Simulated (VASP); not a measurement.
Crystal: TlCl.

```
Tl Cl
1.0
     3.79363    0.00000    0.00000
     0.00000    3.79363    0.00000
     0.00000    0.00000    3.79363
Tl Cl
1 1
Direct
  0.00000 0.00000 0.00000
  0.50000 0.50000 0.50000
```

Program: VASP 6.6.1. Alike in all runs: task single point; potentials or basis VASP PAW PBE potentials, release 64 (Tl_d, Cl); no spin polarisation; cell as given; smearing gaussian 0.01 eV. Hardware: 1 thread of Intel(R) Xeon(R) Platinum 8375C CPU @ 2.90GHz (Ice Lake), with other jobs on the host.

Problem. Order these runs on this cell by their wall time, lowest first.
A. level r2SCAN; k mesh 4 × 4 × 4; cutoff (eV) 550
B. level PBE; k mesh 4 × 4 × 4; cutoff (eV) 500
C. level PBE0; k mesh 4 × 4 × 4; cutoff (eV) 400; grid for exact exchange (PRECFOCK) Normal
D. level PBE; k mesh 8 × 8 × 8; cutoff (eV) 500

Solution. B (8.5 s), D (21 s), A (42 s), C (330 s).
